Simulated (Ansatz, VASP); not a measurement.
**Pb: VASP beside Ansatz**

```
Pb
1.0
     3.39985    0.00000    0.00000
     0.00000    3.39846    0.00000
     0.00000    0.00000    2.98452
Pb
1
Cartesian
  0.0000 0.0000 1.4923
```

Alike in both runs: functional PBE; k mesh 6 × 6 × 4; occupations gaussian, width 0.1 eV; no spin polarisation.

Ansatz relaxed the structure, and its values are those at the end. VASP's run is a single point on that final structure, the one shown.

```csv
,VASP,Ansatz
version,VASP 6.6.1,Ansatz 0.2.0
potentials or method,"VASP PAW PBE potentials, release 64 (Pb_d), cutoff 520 eV","scalar-relativistic, plane waves, PAW"
valence electrons in the cell,14,14
```

```tsv
	VASP	Ansatz	Ansatz less VASP
gap on the k mesh at the Fermi level (eV)	none	none	-
pressure (GPa)	0.0	0.0	+0.06
```

A gap of «none» marks a metal or a gap that the smearing closes. The functional is the same, so the differences come from potentials, cutoffs and numerics.

The k mesh is coarse, so the values compare programs but aren't converged. Spin-orbit coupling is off throughout.
